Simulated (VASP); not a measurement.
# MgO (a cell with a defect) in VASP: settings compared

The runs below take MgO (a cell with a defect) through single point, with PBEsol, r2SCAN.

Everything below comes from runs of VASP 6.6.1. Logs are shortened: lines on timing, memory, paths and dates and some standing lists are left out, and cuts for length are marked.

## Step 1: The cell of the first run

The cell holds a defect, 64 atoms: a = 8.429 Å, b = 8.429 Å, c = 8.429 Å, α = 90.00°, β = 90.00°, γ = 90.00°.

## Step 2: Single point, PBEsol

File INCAR:

```
SYSTEM = MgO
  PREC = Accurate
  ENCUT = 520
  EDIFF = 1E-6
  ISMEAR = -1
  SIGMA = 0.05
  LREAL = Auto
  LASPH = .True.
  NELM = 120
  ALGO = Normal
  ISIF = 2
  LWAVE = .False.
  LCHARG = .False.
  GGA = PS
  NBANDS = 166
  ISYM = -1
  GGA_COMPAT = .False.
```

File KPOINTS:

```
explicit points
1
Reciprocal
  0.25000000   0.25000000   0.25000000 1
```

File POSCAR:

```
MgO
1.0
    8.4288080000      0.0000000000      0.0000000000
    0.0000000000      8.4288080000      0.0000000000
    0.0000000000      0.0000000000      8.4288080000
O Mg
32 32
Direct
    0.2574050000      0.9998390000      0.0003520000
    0.2574020000      0.9998340000      0.5003520000
    0.2574030000      0.4998420000      0.0003510000
    0.7574060000      0.9998400000      0.0003470000
    0.7573950000      0.9998430000      0.5003470000
    0.7573940000      0.4998420000      0.0003560000
    0.7025180000      0.5456780000      0.4555710000
    0.0080720000      0.2489940000      0.0027720000
    0.0162440000      0.2406540000      0.5018840000
    0.0070800000      0.7496550000      0.0002320000
    0.0062710000      0.7493540000      0.5000550000
    0.5077100000      0.2500260000      0.0004740000
    0.5085280000      0.2503160000      0.5006520000
    0.5067170000      0.7506860000      0.9979290000
    0.4985560000      0.7590220000      0.4988230000
    0.0070790000      0.9999900000      0.2505260000
    0.0080710000      0.9974400000      0.7512640000
    0.0061800000      0.5001760000      0.2509490000
    0.0161940000      0.4985570000      0.7594700000
    0.5067270000      0.0022400000      0.2494350000
    0.5077190000      0.9996850000      0.7501730000
    0.4985950000      0.5011200000      0.2412540000
    0.5086290000      0.4995030000      0.7497540000
    0.8123310000      0.4540190000      0.5451440000
    0.2573670000      0.2493130000      0.2498030000
    0.2597490000      0.2479320000      0.7523070000
    0.2550460000      0.7517420000      0.2484020000
    0.2574350000      0.7503670000      0.7509000000
    0.7573850000      0.2516130000      0.2521360000
    0.7582540000      0.2421740000      0.7579980000
    0.7565370000      0.7575100000      0.2427060000
    0.7574150000      0.7480720000      0.7485570000
    0.0328010000      0.4988300000      0.5014090000
    0.0078180000      0.9994390000      0.0007840000
    0.0099750000      0.9986030000      0.5010050000
    0.0099110000      0.4992160000      0.0017070000
    0.5069700000      0.0002450000      0.9999160000
    0.5048270000      0.0010830000      0.4996970000
    0.5048890000      0.5004580000      0.9989970000
    0.4820290000      0.5008480000      0.4992870000
    0.2578150000      0.2482020000      0.0009870000
    0.2585110000      0.2419640000      0.5011470000
    0.2569870000      0.7514790000      0.9997110000
    0.2562720000      0.7577100000      0.4995590000
    0.7579860000      0.2465910000      0.0015510000
    0.7591660000      0.2355160000      0.5021440000
    0.7568160000      0.7530920000      0.9991480000
    0.7556440000      0.7641920000      0.4985660000
    0.2569630000      0.0004800000      0.2486840000
    0.2578390000      0.9992040000      0.7520140000
    0.2562260000      0.5006240000      0.2423840000
    0.2585620000      0.4990600000      0.7583180000
    0.7568020000      0.0010100000      0.2469440000
    0.7580040000      0.9986670000      0.7537540000
    0.7555320000      0.5017750000      0.2365500000
    0.7592910000      0.4979100000      0.7641490000
    0.0078820000      0.2494880000      0.2529480000
    0.0086520000      0.2487960000      0.7514560000
    0.0052930000      0.7506240000      0.2495700000
    0.0079250000      0.7472840000      0.7507560000
    0.5068710000      0.2523840000      0.2499430000
    0.5095120000      0.2490540000      0.7511300000
    0.5061430000      0.7508960000      0.2492380000
    0.5069120000      0.7501980000      0.7477600000
```

Potentials or basis: VASP PAW PBE potentials, release 64 (O, Mg).

On the command line:

```bash
$ cat potpaw_PBE.64/O/POTCAR potpaw_PBE.64/Mg/POTCAR > POTCAR
$ mpirun -np 1 vasp_std > vasp.out
```

OUTCAR:

```text
SYSTEM = MgO
   PREC = Accurate
   ENCUT = 520
   EDIFF = 1E-6
   ISMEAR = -1
   LREAL = Auto
   LASPH = .True.
   NELM = 120
   ISIF = 2
   GGA = PS
   ISYM = -1

 ion  position               nearest neighbor table
   1  0.257  1.000  0.000-  49 2.09  50 2.09  43 2.09  41 2.09  37 2.10  34 2.10
   2  0.257  1.000  0.500-  44 2.04  42 2.04  38 2.09  35 2.09  50 2.12  49 2.12
   3  0.257  0.500  0.000-  52 2.04  51 2.04  39 2.09  36 2.09  43 2.12  41 2.12
   4  0.757  1.000  0.000-  54 2.08  53 2.08  47 2.08  45 2.08  34 2.11  37 2.11
   5  0.757  1.000  0.500-  48 1.99  46 1.99  38 2.13  35 2.13  53 2.14  54 2.14
   6  0.757  0.500  0.000-  55 1.99  56 1.99  39 2.13  36 2.13  47 2.13  45 2.13
[... 67 lines left out ...]
                            45 2.93  47 2.95  37 2.96  34 2.96  59 2.97  57 2.98  63 2.98  61 2.99
  54  0.758  0.999  0.754-  30 2.05   4 2.08  17 2.11  21 2.11  32 2.11   5 2.14  46 2.91  48 2.92
                            47 2.93  45 2.95  34 2.96  37 2.96  62 2.97  64 2.98  58 2.98  60 2.99
  55  0.756  0.502  0.237-   7 1.94   6 1.99  29 2.11  18 2.12  31 2.16  22 2.17  24 2.68  39 2.91
                            47 2.91  36 2.92  45 2.92  61 2.97  63 2.97  59 2.97  57 3.01  48 3.13
  56  0.759  0.498  0.764-  24 1.94   6 1.99  32 2.11  23 2.12  30 2.16  19 2.17   7 2.68  36 2.91
                            45 2.91  39 2.92  47 2.92  60 2.97  58 2.97  62 2.97  64 3.01  46 3.13
  57  0.008  0.249  0.253-   9 2.10  25 2.10  16 2.10   8 2.11  29 2.11  18 2.11  49 2.97  46 2.97
                            42 2.97  35 2.97  33 2.97  53 2.98  51 2.98  36 2.99  45 2.99  41 2.99
  58  0.009  0.249  0.751-   9 2.11  19 2.11  30 2.11  26 2.12   8 2.12  17 2.12  34 2.97  41 2.97
                            50 2.97  56 2.97  46 2.97  42 2.98  52 2.98  35 2.98  36 2.98  45 2.98
  59  0.005  0.751  0.250-  31 2.10  10 2.10  16 2.10  27 2.11  18 2.11  11 2.11  34 2.97  53 2.97
                            47 2.97  55 2.97  48 2.97  36 2.98  35 2.98  51 2.99  44 2.99  49 2.99
  60  0.008  0.747  0.751-  19 2.10  10 2.10  28 2.10  17 2.11  32 2.11  11 2.11  43 2.97  56 2.97
                            52 2.97  36 2.97  33 2.97  47 2.98  44 2.98  35 2.99  54 2.99  50 2.99
  61  0.507  0.252  0.250-  22 2.10  12 2.10  25 2.10  20 2.11  29 2.11  13 2.11  41 2.97  55 2.97
                            51 2.97  39 2.97  40 2.97  45 2.98  42 2.98  38 2.99  53 2.99  49 2.99
  62  0.510  0.249  0.751-  30 2.10  12 2.10  21 2.10  26 2.11  23 2.11  13 2.11  37 2.97  54 2.97
                            45 2.97  56 2.97  46 2.97  39 2.98  38 2.98  52 2.99  42 2.99  50 2.99
  63  0.506  0.751  0.249-  15 2.11  22 2.11  31 2.11  27 2.12  14 2.12  20 2.12  37 2.97  43 2.97
                            49 2.97  55 2.97  48 2.98  51 2.98  44 2.98  38 2.98  39 2.98  47 2.98
  64  0.507  0.750  0.748-  15 2.10  28 2.10  21 2.10  14 2.11  32 2.11  23 2.11  50 2.97  48 2.97
                            44 2.97  38 2.97  40 2.97  54 2.98  52 2.98  39 2.99  47 2.99  43 2.99

IMPORTANT INFORMATION: All symmetrisations will be switched off!
NOSYMM: (Re-)initialisation of all symmetry stuff for point group C_1.

----------------------------------------------------------------------------------------

                                     Primitive cell

  volume of cell :     598.8230

  direct lattice vectors                    reciprocal lattice vectors
     8.428808000  0.000000000  0.000000000     0.118640738  0.000000000  0.000000000
     0.000000000  8.428808000  0.000000000     0.000000000  0.118640738  0.000000000
     0.000000000  0.000000000  8.428808000     0.000000000  0.000000000  0.118640738

  length of vectors
     8.428808000  8.428808000  8.428808000     0.118640738  0.118640738  0.118640738

  position of ions in fractional coordinates (direct lattice)
     0.257405000  0.999839000  0.000352000
     0.257402000  0.999834000  0.500352000
     0.257403000  0.499842000  0.000351000
     0.757406000  0.999840000  0.000347000
     0.757395000  0.999843000  0.500347000
     0.757394000  0.499842000  0.000356000
[... 56 lines left out ...]
     0.506143000  0.750896000  0.249238000
     0.506912000  0.750198000  0.747760000

  ion indices of the primitive-cell ions
   primitive index   ion index
                 1           1
                 2           2
                 3           3
                 4           4
                 5           5
                 6           6
[... 56 lines left out ...]
                63          63
                64          64

----------------------------------------------------------------------------------------

 KPOINTS: explicit points

Read explicit list of k-points.

 Found      1 k-points:

 Following reciprocal coordinates:
            Coordinates               Weight
  0.250000  0.250000  0.250000      1.000000
   k-points           NKPTS =      1   k-points in BZ     NKDIM =      1   number of bands    NBANDS=    166
   number of dos      NEDOS =    301   number of ions     NIONS =     64
   total plane-waves  NPLWV = 262144
   dimension x,y,z NGX =    64 NGY =   64 NGZ =   64
   dimension x,y,z NGXF=   128 NGYF=  128 NGZF=  128
   ions per type =              32  32
   NGX,Y,Z   is equivalent  to a cutoff of  12.62, 12.62, 12.62 a.u.
   NGXF,Y,Z  is equivalent  to a cutoff of  25.25, 25.25, 25.25 a.u.
 SYSTEM =  MgO
   PREC   = accura    normal or accurate (medium, high low for compatibility)
   ISTART =      0    job   : 0-new  1-cont  2-samecut
   ICHARG =      2    charge: 1-file 2-atom 10-const
   ISPIN  =      1    spin polarized calculation?
   LNONCOLLINEAR =      F non collinear calculations
   LSORBIT =      F    spin-orbit coupling
   LASPH  =      T    aspherical Exc in radial PAW
   ENCUT  =  520.0 eV  38.22 Ry    6.18 a.u.  15.67 15.67 15.67*2*pi/ulx,y,z
   NELM   =    120;   NELMIN=  2; NELMDL= -5     # of ELM steps
   EDIFF  = 0.1E-05   stopping-criterion for ELM
   LREAL  =      T    real-space projection
   EDIFFG = 0.1E-04   stopping-criterion for IOM
   NSW    =      0    number of steps for IOM
   IBRION =     -1    ionic relax: 0-MD 1-quasi-New 2-CG
   NFREE  =      0    steps in history (QN), initial steepest desc. (CG)
   ISIF   =      2    stress and relaxation
   ISYM   =     -1    0-nonsym 1-usesym 2-fastsym
   POTIM  = 0.5000    time-step for ionic-motion
   TEBEG  =    0.0;   TEEND  =   0.0 temperature during run
   PSTRESS=    0.0 pullay stress
   NELECT =     256.0000    total number of electrons
   NUPDOWN=      -1.0000    fix difference up-down
   EMIN   =  10.00;   EMAX   =-10.00  energy-range for DOS
   EFERMI =   0.00;   METHOD = LEGACY
   ISMEAR =    -1;   SIGMA  =   0.05  broadening in eV -4-tet -1-fermi 0-gaus
   EFERMI_NEDOS =   21; number of points for ismear=-14 and -15
   IALGO  =     38    algorithm
   IMIX   =      4    mixing-type and parameters
     AMIX     =   0.40;   BMIX     =  1.00
     AMIX_MAG =   1.60;   BMIX_MAG =  1.00
  volume/ion in A,a.u.               =       9.36        63.14
  Fermi-wavevector in a.u.,A,eV,Ry     =   1.233262  2.330527 20.693577  1.520935
  Thomas-Fermi vector in A             =   2.367999
   LORBIT       =      0    0 simple, 1 ext, 2 COOP (PROOUT), +10 PAW based schemes
   GGA     = PS    functional components
   LHFCALC =     F    Hartree Fock is set to
   AEXX    =    0.0000 exact exchange contribution
   IVDW    =     0    specifies the selected vdW correction
   LEPSILON=     F    determine dielectric tensor
   LRPA    =     F    only Hartree local field effects (RPA)
 non-spin polarized calculation
  energy-cutoff  :      520.00
  volume of cell :      598.82
 maximum number of plane-waves:     16125
 NGX is ok and might be reduce to    64
   NGX = 31   NGY = 31   NGZ = 31

 number of electron     255.9999938 magnetization

 Free energy of the ion-electron system (eV)
  ---------------------------------------------------
  ext. energy  EPLUGINS =         0.00000000
  ---------------------------------------------------
  free energy    TOTEN  =      -391.20754198 eV

  energy without entropy =     -391.20754198  energy(sigma->0) =     -391.20754198

 E-fermi :   6.4877     XC(G=0): -11.3022

 val. band max:        5.2757833996   @ k =   0.2500   0.2500   0.2500
 cond. band min:       8.6951249319   @ k =   0.2500   0.2500   0.2500
 fundamental gap:      3.4193415323
 Fermi energy:         6.4877090694

 k-point     1 :       0.2500    0.2500    0.2500
  band No.  band energies     occupation
      1     -18.2114      2.00000
      2     -13.9518      2.00000
      3     -13.6590      2.00000
      4     -13.5872      2.00000
      5     -13.4892      2.00000
      6     -13.3546      2.00000
[... 132 lines left out ...]
    139      11.3660      0.00000
    140      11.5355      0.00000
 [bands above 140 left out]

------------------------ aborting loop because EDIFF is reached ----------------------------------------

  FORCE on cell =-STRESS in cart. coord.  units (eV):
  Direction    XX          YY          ZZ          XY          YZ          ZX
  --------------------------------------------------------------------------------------
  -------------------------------------------------------------------------------------
  Total       11.6444167     14.2166485     14.0679689     -3.7083530     -3.9754429      3.0959581
  in kB       31.1551495     38.0372688     37.6394700     -9.9218617    -10.6364723      8.2833721
  external PRESSURE =      35.6106294 kB  Pullay stress =       0.0000000 kB

 VOLUME and BASIS-vectors are now :
 -----------------------------------------------------------------------------
  energy-cutoff  :      520.00
  volume of cell :      598.82
      direct lattice vectors                 reciprocal lattice vectors
     8.428808000  0.000000000  0.000000000     0.118640738  0.000000000  0.000000000
     0.000000000  8.428808000  0.000000000     0.000000000  0.118640738  0.000000000
     0.000000000  0.000000000  8.428808000     0.000000000  0.000000000  0.118640738

 POSITION                                       TOTAL-FORCE (eV/Angst)
 -----------------------------------------------------------------------------------
      2.16962      8.42745      0.00297        -0.002230      0.000038     -0.000667
      2.16959      8.42741      4.21737        -0.001901      0.000677     -0.000734
      2.16960      4.21307      0.00296        -0.001925     -0.000285     -0.000567
      6.38403      8.42746      0.00292        -0.002261      0.000021     -0.000276
      6.38394      8.42748      4.21733        -0.000928      0.001125      0.000047
      6.38393      4.21307      0.00300        -0.001065      0.000133     -0.000968
[... 56 lines left out ...]
      4.26618      6.32916      2.10078         0.004104     -0.003934      0.004896
      4.27266      6.32327      6.30273         0.001138     -0.000077     -0.003694
 -----------------------------------------------------------------------------------
    total drift:                               -0.027496      0.002636      0.004256

  FREE ENERGIE OF THE ION-ELECTRON SYSTEM (eV)
  ---------------------------------------------------
  free  energy   TOTEN  =      -391.2075419782 eV

  energy  without entropy=     -391.2075419781  energy(sigma->0) =     -391.20754198
```

Wall time 2.7 min (1 thread of Intel Xeon 6975P-C (Granite Rapids), shared host); peak memory 0.56 GiB.

What came out:

| Item | Value |
| --- | --- |
| Free energy | -391.2075 eV |
| Pressure | 3.6 GPa |
| Largest force | 0.264 eV/Å |
| Band gap on the k mesh | 3.42 eV |

Forces on the atoms (eV/Å):
```
O   -0.002  0.000 -0.001
O   -0.002  0.001 -0.001
O   -0.002  0.000 -0.001
O   -0.002  0.000  0.000
O   -0.001  0.001  0.000
O   -0.001  0.000 -0.001
O   -0.173  0.143 -0.138
O    0.004  0.001  0.002
O    0.004  0.002  0.000
O    0.000  0.001 -0.001
O    0.005 -0.002  0.001
O   -0.002 -0.002  0.000
O   -0.001  0.003  0.001
O   -0.003  0.000 -0.002
O   -0.003 -0.001  0.001
O   -0.002  0.000  0.000
O    0.002 -0.002  0.000
O    0.005  0.000 -0.001
O    0.005  0.003 -0.001
O   -0.002  0.002  0.002
O   -0.001  0.001  0.001
O   -0.002 -0.004 -0.002
O   -0.002  0.000  0.001
O    0.171 -0.143  0.135
O   -0.002 -0.002 -0.003
O    0.004  0.002 -0.003
O   -0.001 -0.001  0.002
O   -0.001  0.002  0.003
O    0.002 -0.002 -0.002
O   -0.004  0.000  0.001
O   -0.001 -0.001 -0.001
O    0.002  0.003  0.002
Mg  -0.030 -0.006  0.005
Mg  -0.003  0.000  0.000
Mg   0.006  0.004  0.001
Mg   0.003  0.001 -0.005
Mg   0.005  0.000 -0.001
Mg  -0.004 -0.006 -0.001
Mg  -0.001  0.000  0.006
Mg   0.031  0.007 -0.006
Mg   0.001  0.003  0.002
Mg   0.000 -0.013  0.000
Mg  -0.001 -0.003 -0.001
Mg   0.001  0.013  0.000
Mg   0.000 -0.001 -0.003
Mg   0.009  0.006  0.005
Mg   0.000  0.001  0.004
Mg  -0.011 -0.008 -0.005
Mg   0.000  0.000  0.004
Mg   0.001 -0.002 -0.004
Mg   0.002 -0.001 -0.010
Mg  -0.001  0.000  0.012
Mg   0.001 -0.004 -0.002
Mg   0.000  0.004  0.001
Mg  -0.010  0.007  0.011
Mg   0.009 -0.007 -0.009
Mg   0.000 -0.001  0.003
Mg  -0.005  0.002 -0.003
Mg  -0.008  0.001 -0.001
Mg   0.001 -0.004  0.002
Mg   0.000  0.005 -0.001
Mg   0.008 -0.001  0.001
Mg   0.004 -0.004  0.005
Mg   0.001  0.000 -0.004
```

Stress tensor (GPa, compression positive):
```
 3.12 -0.99  0.83
-0.99  3.80 -1.06
 0.83 -1.06  3.76
```

Caveat: the PAW data sets were made with another functional, which shifts forces and pressure a little.

## Step 3: Single point, r2SCAN

POSCAR is that of step 2.

File INCAR.step1:

```
  ALGO = Normal
  EDIFF = 1E-5
  ENCUT = 580
  GGA = PE
  GGA_COMPAT = False
  ISMEAR = -1
  ISYM = -1
  LASPH = True
  LCHARG = False
  LREAL = Auto
  LWAVE = True
  NBANDS = 166
  NELM = 120
  PREC = Accurate
  SIGMA = 0.05
```

File INCAR.step2:

```
  ALGO = Normal
  EDIFF = 1E-6
  ENCUT = 580
  GGA_COMPAT = False
  ISIF = 2
  ISMEAR = -1
  ISTART = 1
  ISYM = -1
  LASPH = True
  LCHARG = False
  LMIXTAU = True
  LREAL = Auto
  LWAVE = False
  METAGGA = R2SCAN
  NBANDS = 166
  NELM = 120
  PREC = Accurate
  SIGMA = 0.05
```

KPOINTS is that of step 2.

Potentials or basis: VASP PAW PBE potentials, release 64 (O, Mg).

On the command line:

```bash
$ cat potpaw_PBE.64/O/POTCAR potpaw_PBE.64/Mg/POTCAR > POTCAR
$ cp INCAR.step1 INCAR
$ mpirun -np 1 vasp_std > vasp.out
$ cp INCAR.step2 INCAR
$ mpirun -np 1 vasp_std > vasp.out
```

Run time: 9.6 min. Hardware: 1 thread of Intel Xeon 6975P-C (Granite Rapids), shared host; peak memory 0.81 GiB.

The run converged. Its results:

- Free energy: -507.2661 eV
- Pressure: 1.8 GPa
- Largest force: 0.346 eV/Å
- Band gap on the k mesh: 4.08 eV

Forces on the atoms (eV/Å):
```
O    0.000  0.000  0.001
O    0.001  0.001  0.000
O    0.001  0.000  0.001
O   -0.001 -0.001  0.003
O    0.001  0.000  0.002
O    0.001  0.000  0.002
O   -0.220  0.187 -0.191
O    0.000 -0.002 -0.003
O    0.033 -0.027 -0.016
O    0.006  0.008  0.001
O    0.017  0.008  0.000
O   -0.005 -0.008 -0.001
O   -0.016 -0.006 -0.003
O    0.000  0.003  0.004
O   -0.028  0.024  0.016
O    0.004 -0.001 -0.008
O   -0.001  0.003  0.001
O    0.021 -0.003 -0.012
O    0.029  0.014  0.029
O    0.000 -0.003 -0.002
O   -0.003  0.002  0.008
O   -0.025 -0.014 -0.026
O   -0.020  0.003  0.010
O    0.218 -0.188  0.189
O   -0.002 -0.013 -0.015
O   -0.003 -0.002  0.002
O    0.002  0.004 -0.004
O    0.000  0.014  0.013
O    0.001 -0.013 -0.010
O   -0.012 -0.019  0.022
O    0.012  0.018 -0.019
O    0.000  0.012  0.013
Mg  -0.116 -0.025  0.024
Mg  -0.004  0.001 -0.003
Mg   0.000  0.022 -0.006
Mg  -0.004  0.008 -0.023
Mg   0.001  0.002 -0.001
Mg  -0.005 -0.017  0.000
Mg  -0.001 -0.001  0.020
Mg   0.120  0.025 -0.024
Mg   0.000  0.005 -0.005
Mg  -0.024 -0.058 -0.007
Mg   0.002 -0.006  0.003
Mg   0.035  0.054  0.005
Mg  -0.008  0.003 -0.023
Mg   0.024  0.032  0.020
Mg   0.001 -0.003  0.026
Mg  -0.027 -0.042 -0.018
Mg   0.003 -0.005  0.006
Mg  -0.001  0.006 -0.008
Mg   0.036 -0.011 -0.052
Mg  -0.026  0.005  0.051
Mg   0.001 -0.023  0.002
Mg  -0.005  0.024  0.001
Mg  -0.030  0.021  0.047
Mg   0.026 -0.019 -0.042
Mg   0.005 -0.003  0.003
Mg  -0.010  0.006 -0.012
Mg   0.005  0.002 -0.002
Mg   0.006 -0.004  0.003
Mg  -0.006  0.000 -0.004
Mg  -0.001 -0.001 -0.001
Mg   0.002 -0.006  0.006
Mg  -0.005  0.004  0.002
```

Stress tensor (GPa, compression positive):
```
 1.30 -1.08  0.96
-1.08  2.03 -1.13
 0.96 -1.13  1.98
```

Levels at points of the mesh, in eV from the valence-band top:
| k point | band 126 | band 127 | band 128 | band 129 | band 130 | band 131 |
| --- | --- | --- | --- | --- | --- | --- |
| (0.25, 0.25, 0.25) | -2.18 | -2.00 | 0.00 | 4.08 | 4.22 | 4.60 |

Caveat: the PAW data sets were made with another functional, which shifts forces and pressure a little.
